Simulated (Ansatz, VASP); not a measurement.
Ge: VASP beside Ansatz

```
Ge
1.0
     0.00000    2.80978    2.80978
     2.80978    0.00000    2.80978
     2.80978    2.80978    0.00000
Ge
2
Direct
  0.50000 0.50000 0.50000
  0.75000 0.75000 0.75000
```

Change from the starting cell: volume scaled by 0.98.

Alike in both runs: task single point; functional PBEsol; k mesh 11 × 11 × 11; occupations fermi-dirac, width 0.05 eV; no spin polarisation.

```csv
,VASP,Ansatz
version,VASP 6.6.1,Ansatz 0.2.0
potentials or method,"VASP PAW PBE potentials, release 64 (Ge_d), cutoff 520 eV","all-electron LAPW, scalar-relativistic"
```

VASP gave:

| Item | Value |
| --- | --- |
| pressure (GPa) | 2.0 |

Question: Which values does Ansatz return?

Answer: Pressure (GPa): 2.1.

VASP's potentials were made for PBE, not for PBEsol. Ansatz ran all-electron here, and VASP with PAW potentials.
